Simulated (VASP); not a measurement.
# BaTe: single point with r2SCAN

Crystal: BaTe.

```
Ba Te
1.0
     0.00000    3.47940    3.47940
     3.47940    0.00000    3.47940
     3.47940    3.47940    0.00000
Ba Te
1 1
Direct
  0.00000 0.00000 0.00000
  0.50000 0.50000 0.50000
```

This cell differs from its parent crystal: strain -1.5%.

```yaml
Program: VASP 6.6.1
Task: single point
Functional: r2SCAN
Potentials_or_basis: VASP PAW PBE potentials, release 64 (Ba_sv, Te)
Cutoff: 520 eV
k_mesh: 6 × 6 × 6
Occupations: gaussian, width 0.01 eV
Spin: no spin polarisation
```

```json
{"Pressure": "1.9 GPa", "Band gap on the k mesh": "1.83 eV (least direct gap 2.22 eV)"}
```

Levels at points of the mesh, in eV from the valence-band top:
| k point | band 4 | band 5 | band 6 | band 7 | band 8 | band 9 | band 10 | band 11 | band 12 | band 13 |
| --- | --- | --- | --- | --- | --- | --- | --- | --- | --- | --- |
| (0.00, 0.00, 0.00) | -12.50 | -9.86 | 0.00 | 0.00 | 0.00 | 3.33 | 3.33 | 3.33 | 3.67 | 4.03 |
| (0.50, 0.00, 0.00) | -12.51 | -9.03 | -2.27 | -1.16 | -1.16 | 4.67 | 5.31 | 5.45 | 5.45 | 7.52 |
| (0.50, 0.50, 0.00) | -12.59 | -9.64 | -1.15 | -0.39 | -0.39 | 1.83 | 4.97 | 5.44 | 6.31 | 6.33 |

Run time: 4 min on 1 thread of Intel Xeon 8259CL, with other jobs on the host, peak memory 0.26 GiB.

Caveat: the cell differs from its parent crystal (strain -1.5%); the PAW data sets were made with another functional, which shifts forces and pressure a little; spin-orbit coupling is left out, which moves the levels of the heavy elements. A k mesh can miss the band edges.
